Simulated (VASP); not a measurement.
# H6C2O in VASP: a series of runs

The runs below take H6C2O through single point, with PBE+D3(BJ).

Everything below comes from runs of VASP 6.6.1. Logs are shortened: lines on timing, memory, paths and dates and some standing lists are left out, and cuts for length are marked.

## Step 1: The cell of the first run

The cell holds a disordered packing, 36 atoms: a = 7.042 Å, b = 7.042 Å, c = 7.042 Å, α = 90.00°, β = 90.00°, γ = 90.00°.

## Step 2: Single point, PBE+D3(BJ)

INCAR reads:

```
SYSTEM = H6C2O
  PREC = Accurate
  ENCUT = 520
  EDIFF = 1E-6
  ISMEAR = -1
  SIGMA = 0.02
  LREAL = Auto
  LASPH = .TRUE.
  NELM = 100
  ALGO = Normal
  ISIF = 2
  LWAVE = .FALSE.
  LCHARG = .TRUE.
  GGA = PE
  IVDW = 12
  LELF = .TRUE.
  LVHAR = .TRUE.
  NBANDS = 64
```

KPOINTS reads:

```
Automatic mesh
0
G
  1 1 1
  0 0 0
```

POSCAR reads:

```
H6C2O
1.0
    7.0419250000      0.0000000000      0.0000000000
    0.0000000000      7.0419250000      0.0000000000
    0.0000000000      0.0000000000      7.0419250000
C O H
8 4 24
Direct
    0.6360334710     -0.0450018993      0.9765653568
    0.6088818043      0.1190725547      1.1307419491
    0.7142791211      0.5220731547      0.4434156853
    0.5204116772      0.6055730500      0.4449067549
    0.1702517422      0.1640176514      0.6636253581
    0.1159768103      0.0934119577      0.4630694022
    0.0392080291      0.5260351395     -0.0247517547
    0.0902736113      0.7223024954     -0.0737582408
    0.4336456296      0.2072728693      1.0942462466
    0.4392832926      0.5819999503      0.2642743284
    0.0266404428     -0.0852039748      0.4877217522
    0.1287006039      0.8279838254      0.1097143182
    0.4404761482      0.3268282465      1.1632472655
    0.6094072288      0.0448314914      1.2775483976
    0.7302974684      0.2140891873      1.1141129734
    0.7517688700     -0.1462810240      1.0134870792
    0.5096191737     -0.1325063814      0.9616262599
    0.6689648072      0.0146692843      0.8325990407
    0.3272968684      0.6650312237      0.2548024865
    0.4335036229      0.5418404769      0.5569073797
    0.5226837832      0.7531321336      0.4691330851
    0.7803548036      0.5552601029      0.5751978330
    0.7135832887      0.3666327034      0.4168888479
    0.7860634699      0.5958313955      0.3319546857
    0.0271374660     -0.1499305943      0.3637925709
    0.0061346862      0.1976732215      0.4155113836
    0.2489234123      0.1046162803      0.3613926590
    0.2095449753      0.3189752802      0.6655282469
    0.0432268165      0.1725664502      0.7624477682
    0.2926472520      0.0990212193      0.7357079208
    0.2189600145      0.9266500282      0.0740564547
    0.2168725171      0.7239639729     -0.1619585554
   -0.0245671461      0.8075348715     -0.1445911452
   -0.0236867050      0.4449635575     -0.1466218399
    0.1547872208      0.4543217941      0.0581659134
   -0.0714577335      0.5328940595      0.0818384178
```

Potentials or basis: VASP PAW PBE potentials, release 64 (C, O, H).

Started as:

```bash
cat potpaw_PBE.64/C/POTCAR potpaw_PBE.64/O/POTCAR potpaw_PBE.64/H/POTCAR > POTCAR
mpirun -np 1 vasp_gam > vasp.out
```

OUTCAR:

```text
SYSTEM = H6C2O
   PREC = Accurate
   ENCUT = 520
   EDIFF = 1E-6
   ISMEAR = -1
   LREAL = Auto
   LASPH = .TRUE.
   NELM = 100
   ISIF = 2
   GGA = PE
   IVDW = 12
 IVDW          = 12

 ion  position               nearest neighbor table
   1  0.636  0.955  0.977-  17 1.09  16 1.11  18 1.12   2 1.60
   2  0.609  0.119  0.131-  15 1.09  14 1.16   9 1.41   1 1.60
   3  0.714  0.522  0.443-  22 1.06  24 1.07  23 1.11   4 1.49
   4  0.520  0.606  0.445-  21 1.05  20 1.09  10 1.40   3 1.49
   5  0.170  0.164  0.664-  30 1.10  28 1.13  29 1.13   6 1.55
   6  0.116  0.093  0.463-  26 1.12  27 1.18  11 1.42   5 1.55
   7  0.039  0.526  0.975-  36 1.08  35 1.12  34 1.12   8 1.47
   8  0.090  0.722  0.926-  32 1.09  33 1.12   7 1.47  12 1.52
   9  0.434  0.207  0.094-  13 0.97   2 1.41
  10  0.439  0.582  0.264-  19 0.98   4 1.40
  11  0.027  0.915  0.488-  25 0.98   6 1.42
  12  0.129  0.828  0.110-  31 0.97   8 1.52
  13  0.440  0.327  0.163-   9 0.97
  14  0.609  0.045  0.278-   2 1.16
  15  0.730  0.214  0.114-   2 1.09
  16  0.752  0.854  0.013-   1 1.11
  17  0.510  0.867  0.962-   1 1.09
  18  0.669  0.015  0.833-   1 1.12
[... 16 lines left out ...]
  35  0.155  0.454  0.058-   7 1.12
  36  0.929  0.533  0.082-   7 1.08

  LATTYP: Found a simple cubic cell.
 ALAT       =     7.0419250000

  Lattice vectors:

 A1 = (   7.0419250000,   0.0000000000,   0.0000000000)
 A2 = (   0.0000000000,   7.0419250000,   0.0000000000)
 A3 = (   0.0000000000,   0.0000000000,   7.0419250000)

Analysis of symmetry for initial positions (statically):
=====================================================================
 Subroutine PRICEL returns:
 Original cell was already a primitive cell.

 Routine SETGRP: Setting up the symmetry group for a
 simple cubic supercell.

 Subroutine GETGRP returns: Found  1 space group operations
 (whereof  1 operations were pure point group operations)
 out of a pool of 48 trial point group operations.

The static configuration has the point symmetry C_1 .

Analysis of symmetry for dynamics (positions and initial velocities):
=====================================================================
 Subroutine PRICEL returns:
 Original cell was already a primitive cell.

 Routine SETGRP: Setting up the symmetry group for a
 simple cubic supercell.

 Subroutine GETGRP returns: Found  1 space group operations
 (whereof  1 operations were pure point group operations)
 out of a pool of 48 trial point group operations.

The dynamic configuration has the point symmetry C_1 .

 Subroutine INISYM returns: Found  1 space group operations
 (whereof  1 operations are pure point group operations),
 and found     1 'primitive' translations

----------------------------------------------------------------------------------------

                                     Primitive cell

  volume of cell :     349.2000

  direct lattice vectors                    reciprocal lattice vectors
     7.041925000  0.000000000  0.000000000     0.142006625  0.000000000  0.000000000
     0.000000000  7.041925000  0.000000000     0.000000000  0.142006625  0.000000000
     0.000000000  0.000000000  7.041925000     0.000000000  0.000000000  0.142006625

  length of vectors
     7.041925000  7.041925000  7.041925000     0.142006625  0.142006625  0.142006625

  position of ions in fractional coordinates (direct lattice)
     0.636033471  0.954998101  0.976565357
     0.608881804  0.119072555  0.130741949
     0.714279121  0.522073155  0.443415685
     0.520411677  0.605573050  0.444906755
     0.170251742  0.164017651  0.663625358
     0.115976810  0.093411958  0.463069402
[... 28 lines left out ...]
     0.154787221  0.454321794  0.058165913
     0.928542267  0.532894060  0.081838418

  ion indices of the primitive-cell ions
   primitive index   ion index
                 1           1
                 2           2
                 3           3
                 4           4
                 5           5
                 6           6
[... 28 lines left out ...]
                35          35
                36          36

----------------------------------------------------------------------------------------

 KPOINTS: Automatic mesh

Automatic generation of k-mesh.
 Grid dimensions read from file:
 generate k-points for:    1    1    1

 Generating k-lattice:

  Cartesian coordinates                     Fractional coordinates (reciprocal lattice)
     0.142006625  0.000000000  0.000000000     1.000000000  0.000000000  0.000000000
     0.000000000  0.142006625  0.000000000     0.000000000  1.000000000  0.000000000
     0.000000000  0.000000000  0.142006625     0.000000000  0.000000000  1.000000000

  Length of vectors
     0.142006625  0.142006625  0.142006625

  Shift w.r.t. Gamma in fractional coordinates (k-lattice)
     0.000000000  0.000000000  0.000000000

 Subroutine IBZKPT returns following result:
 ===========================================

 Found      1 irreducible k-points:

 Following reciprocal coordinates:
            Coordinates               Weight
  0.000000  0.000000  0.000000      1.000000
   k-points           NKPTS =      1   k-points in BZ     NKDIM =      1   number of bands    NBANDS=     64
   number of dos      NEDOS =    301   number of ions     NIONS =     36
   total plane-waves  NPLWV = 157464
   dimension x,y,z NGX =    54 NGY =   54 NGZ =   54
   dimension x,y,z NGXF=   108 NGYF=  108 NGZF=  108
   ions per type =               8   4  24
   NGX,Y,Z   is equivalent  to a cutoff of  12.75, 12.75, 12.75 a.u.
   NGXF,Y,Z  is equivalent  to a cutoff of  25.50, 25.50, 25.50 a.u.
 SYSTEM =  H6C2O
   PREC   = accura    normal or accurate (medium, high low for compatibility)
   ISTART =      0    job   : 0-new  1-cont  2-samecut
   ICHARG =      2    charge: 1-file 2-atom 10-const
   ISPIN  =      1    spin polarized calculation?
   LNONCOLLINEAR =      F non collinear calculations
   LSORBIT =      F    spin-orbit coupling
   LASPH  =      T    aspherical Exc in radial PAW
   ENCUT  =  520.0 eV  38.22 Ry    6.18 a.u.  13.09 13.09 13.09*2*pi/ulx,y,z
   NELM   =    100;   NELMIN=  2; NELMDL= -5     # of ELM steps
   EDIFF  = 0.1E-05   stopping-criterion for ELM
   LREAL  =      T    real-space projection
   EDIFFG = 0.1E-04   stopping-criterion for IOM
   NSW    =      0    number of steps for IOM
   IBRION =     -1    ionic relax: 0-MD 1-quasi-New 2-CG
   NFREE  =      0    steps in history (QN), initial steepest desc. (CG)
   ISIF   =      2    stress and relaxation
   ISYM   =      2    0-nonsym 1-usesym 2-fastsym
   POTIM  = 0.5000    time-step for ionic-motion
   TEBEG  =    0.0;   TEEND  =   0.0 temperature during run
   PSTRESS=    0.0 pullay stress
   NELECT =      80.0000    total number of electrons
   NUPDOWN=      -1.0000    fix difference up-down
   EMIN   =  10.00;   EMAX   =-10.00  energy-range for DOS
   EFERMI =   0.00;   METHOD = LEGACY
   ISMEAR =    -1;   SIGMA  =   0.02  broadening in eV -4-tet -1-fermi 0-gaus
   EFERMI_NEDOS =   21; number of points for ismear=-14 and -15
   IALGO  =     38    algorithm
   IMIX   =      4    mixing-type and parameters
     AMIX     =   0.40;   BMIX     =  1.00
     AMIX_MAG =   1.60;   BMIX_MAG =  1.00
  volume/ion in A,a.u.               =       9.70        65.46
  Fermi-wavevector in a.u.,A,eV,Ry     =   1.001721  1.892978 13.652697  1.003445
  Thomas-Fermi vector in A             =   2.134161
   LORBIT       =      0    0 simple, 1 ext, 2 COOP (PROOUT), +10 PAW based schemes
   GGA     = PE    functional components
   LHFCALC =     F    Hartree Fock is set to
   AEXX    =    0.0000 exact exchange contribution
   IVDW    =    12    specifies the selected vdW correction
   LEPSILON=     F    determine dielectric tensor
   LRPA    =     F    only Hartree local field effects (RPA)
 non-spin polarized calculation
  energy-cutoff  :      520.00
  volume of cell :      349.20
 maximum number of plane-waves:      4718
 NGX is ok and might be reduce to    54
   NGX = 27   NGY = 27   NGZ = 27

 number of electron      80.0000001 magnetization

 Free energy of the ion-electron system (eV)
  ---------------------------------------------------
  ext. energy  EPLUGINS =         0.00000000
  ---------------------------------------------------
  free energy    TOTEN  =      -187.37153987 eV

  energy without entropy =     -187.37153987  energy(sigma->0) =     -187.37153987

 E-fermi :  -1.9900     XC(G=0):  -6.9155

 val. band max:       -2.4963301191   @ k =   0.0000   0.0000   0.0000
 cond. band min:       2.4507631794   @ k =   0.0000   0.0000   0.0000
 fundamental gap:      4.9470932985
 Fermi energy:        -1.9900151197

 k-point     1 :       0.0000    0.0000    0.0000
  band No.  band energies     occupation
      1     -22.4513      2.00000
      2     -22.1613      2.00000
      3     -22.0651      2.00000
      4     -21.6964      2.00000
      5     -15.5122      2.00000
      6     -15.4235      2.00000
[... 44 lines left out ...]
     51       5.7904      0.00000
     52       5.9722      0.00000
 [bands above 52 left out]

------------------------ aborting loop because EDIFF is reached ----------------------------------------

 Edisp (eV)   -1.45437

 E8    (eV) :    -0.3173

  FORCE on cell =-STRESS in cart. coord.  units (eV):
  Direction    XX          YY          ZZ          XY          YZ          ZX
  --------------------------------------------------------------------------------------
  -------------------------------------------------------------------------------------
  Total       0.77878     0.10977    -4.09751     1.47111    -0.71910     0.44638
  in kB       3.57315     0.50366   -18.79994     6.74964    -3.29935     2.04805
  external pressure =       -4.91 kB  Pullay stress =        0.00 kB

 VOLUME and BASIS-vectors are now :
 -----------------------------------------------------------------------------
  energy-cutoff  :      520.00
  volume of cell :      349.20
      direct lattice vectors                 reciprocal lattice vectors
     7.041925000  0.000000000  0.000000000     0.142006625  0.000000000  0.000000000
     0.000000000  7.041925000  0.000000000     0.000000000  0.142006625  0.000000000
     0.000000000  0.000000000  7.041925000     0.000000000  0.000000000  0.142006625

 POSITION                                       TOTAL-FORCE (eV/Angst)
 -----------------------------------------------------------------------------------
      4.47890      6.72503      6.87690         0.571059      0.704622      0.252209
      4.28770      0.83850      0.92067         0.393257     -3.096360     -0.507630
      5.02990      3.67640      3.12250        -0.477710     -0.600385     -0.220524
      3.66470      4.26440      3.13300        -0.411114     -0.907087      0.437182
      1.19890      1.15500      4.67320        -0.298290      1.522518      0.521220
      0.81670      0.65780      3.26090         0.809579      1.475370      0.646113
[... 28 lines left out ...]
      1.09000      3.19930      0.40960        -0.297563     -0.032404     -1.070805
      6.53873      3.75260      0.57630        -0.739274      0.004045      0.270725
 -----------------------------------------------------------------------------------
    total drift:                               -0.007759     -0.013802     -0.000465

  FREE ENERGIE OF THE ION-ELECTRON SYSTEM (eV)
  ---------------------------------------------------
  free  energy   TOTEN  =      -188.8259110593 eV

  energy  without entropy=     -188.8259110593  energy(sigma->0) =     -188.82591106
```

It took 28 s on 1 thread of Intel Xeon 6975P-C (Granite Rapids), shared host; peak memory 0.35 GiB.

Results:

```yaml
Free_energy: -188.8259 eV
Pressure: -0.5 GPa
Largest_force: 3.162 eV/Å
Band_gap_on_the_k_mesh: 4.95 eV
Dispersion_energy_per_atom: -0.040 eV
```

Forces in eV/Å, atoms in the order of the input:
```
C    0.571  0.705  0.252
C    0.393 -3.096 -0.508
C   -0.478 -0.600 -0.221
C   -0.411 -0.907  0.437
C   -0.298  1.523  0.521
C    0.810  1.475  0.646
C   -0.530 -1.086  0.761
C   -0.309  1.710  0.376
O   -0.070  0.028 -0.050
O   -0.890 -0.447 -1.101
O    0.342 -0.811 -0.574
O    0.321 -0.842 -0.980
H   -0.468  0.799  0.127
H    0.192  0.793 -0.998
H    0.138  0.319  0.306
H   -0.363  0.623  0.093
H   -0.374 -0.013  0.112
H   -0.131 -0.069  0.594
H    0.018 -0.160 -0.303
H   -0.349 -0.253  0.228
H    0.386  1.718  0.682
H    0.714  0.026  0.967
H    0.037  0.435  0.143
H    0.889  0.185 -0.725
H    0.003  0.211  0.059
H    0.441 -0.180 -0.414
H   -1.639 -0.551  1.042
H    0.012 -0.608 -0.565
H    0.698 -0.733 -0.638
H   -0.291 -0.440 -0.176
H   -0.057  0.382  0.204
H    0.355  0.317 -0.201
H    0.616 -0.710  0.081
H    0.758  0.284  0.621
H   -0.298 -0.032 -1.071
H   -0.739  0.004  0.271
```

Caveat: the k points lie up to 0.89 Å⁻¹ apart, too coarse for converged energies, forces and pressures.

## Step 3: Single point, PBE+D3(BJ)

INCAR reads:

```
ALGO = Normal
EDIFF = 1E-6
ENCUT = 520
GGA = PE
ISIF = 2
ISMEAR = -1
IVDW = 12
LASPH = T
LCHARG = F
LREAL = Auto
LWAVE = F
NBANDS = 64
NELM = 80
PREC = Accurate
SIGMA = 0.02
```

KPOINTS reads:

```
k-points
0
Gamma
  1 1 1
```

POSCAR reads:

```
H6C2O
1.0
    7.0419250000      0.0000000000      0.0000000000
    0.0000000000      7.0419250000      0.0000000000
    0.0000000000      0.0000000000      7.0419250000
C O H
8 4 24
Direct
    0.6130425984     -0.0585635320      0.9924842994
    0.5813609205      0.1110207791      1.1197790377
    0.6946822069      0.4964409590      0.4433304814
    0.5288752720      0.6253971748      0.4052443046
    0.1778774980      0.1661477508      0.6863038161
    0.1350909020      0.1031110101      0.4856910575
    0.0152657121      0.5109540360     -0.0027691292
    0.0851613728      0.7149181509     -0.0471461994
    0.4169172492      0.2149128257      1.0775462675
    0.4259062685      0.5695459693      0.2433425519
    0.0215850069     -0.0786290680      0.5109682367
    0.1656081256      0.8111560404      0.1202512097
    0.4346396759      0.3406454911      1.1481661620
    0.5741753853      0.0702364765      1.2740266333
    0.7187523298      0.1961395499      1.0979384188
    0.7495535667     -0.1326767894      1.0314509172
    0.5069494492     -0.1715866045      0.9980935611
    0.6359056650     -0.0038909815      0.8444707946
    0.3355048513      0.6637673647      0.2034812924
    0.4378632263      0.6213925880      0.5334478853
    0.5775835443      0.7762792134      0.3934009522
    0.7717918041      0.5602019334      0.5649449547
    0.6401090611      0.3605122179      0.4893690291
    0.7813488499      0.4814166581      0.3081259741
    0.0404434867     -0.1300638675      0.3864852295
    0.0423321748      0.2079687017      0.4120322213
    0.2583384515      0.0867802483      0.4006148887
    0.2252935099      0.3121447616      0.7276561452
    0.0367939164      0.1584083898      0.7490991455
    0.2723829067      0.0689442162      0.7628169854
    0.1902462750      0.9490586736      0.0920060921
    0.2054551845      0.7108851628     -0.1599988639
   -0.0282025156      0.8004061389     -0.1170276593
   -0.0045158107      0.4355201170     -0.1329892039
    0.1181779130      0.4461564132      0.0988650121
   -0.1326057861      0.5003319405      0.0649822314
```

Potentials or basis: VASP PAW PBE potentials, release 64 (C, O, H).

Started as:

```bash
cat potpaw_PBE.64/C/POTCAR potpaw_PBE.64/O/POTCAR potpaw_PBE.64/H/POTCAR > POTCAR
mpirun -np 1 vasp_gam > vasp.out
```

Run time: 26 s. Hardware: 1 thread of Intel Xeon 6975P-C (Granite Rapids), shared host; peak memory 0.35 GiB.

The run converged. Its results:

```yaml
Free_energy: -188.7660 eV
Pressure: -1.4 GPa
Largest_force: 2.277 eV/Å
Band_gap_on_the_k_mesh: 5.06 eV
Dispersion_energy_per_atom: -0.041 eV
```

Forces in eV/Å, atoms in the order of the input:
```
C    0.984 -0.389 -0.593
C    1.649 -0.184  0.782
C    0.462  0.460 -0.669
C   -0.101  1.129  0.879
C   -0.249  0.401  0.665
C   -1.793  0.184  1.158
C   -0.583  1.262  1.804
C    0.732 -0.019 -1.474
O   -0.066  1.202  0.212
O    0.929 -1.591 -0.138
O    1.264  1.812  0.006
O   -0.731  0.752 -0.316
H   -0.633 -0.709 -0.652
H    0.379 -0.082 -0.454
H   -1.036 -0.130  0.416
H   -0.739  0.619 -0.017
H   -0.292  0.218 -0.158
H   -0.326 -0.451  0.426
H   -0.830  1.013 -0.195
H   -0.207  0.071 -0.044
H   -0.064 -0.417 -0.154
H    0.258 -0.238 -0.492
H    0.043 -0.703  0.036
H   -0.287  0.052  1.302
H   -0.190 -1.022 -0.971
H    0.165 -0.197  0.196
H    1.052 -0.631 -0.756
H    0.130 -0.516 -1.043
H   -0.267 -0.183  0.653
H   -0.026 -0.090 -0.167
H   -0.081 -1.178 -0.020
H   -1.103 -0.209  1.022
H    0.360 -0.105  0.493
H    0.409 -0.511 -0.665
H   -0.446 -0.223 -0.714
H    1.237  0.603 -0.358
```

Stress tensor (GPa, compression positive):
```
-1.24 -2.42  0.26
-2.42 -2.01  0.62
 0.26  0.62 -0.87
```

Levels at points of the mesh, in eV from the valence-band top:
```tsv
k point	band 37	band 38	band 39	band 40	band 41	band 42	band 43	band 44
(0.00, 0.00, 0.00)	-0.86	-0.32	-0.13	0.00	5.06	6.24	6.49	6.65
```

Caveat: the k points lie up to 0.89 Å⁻¹ apart, too coarse for converged energies, forces and pressures.
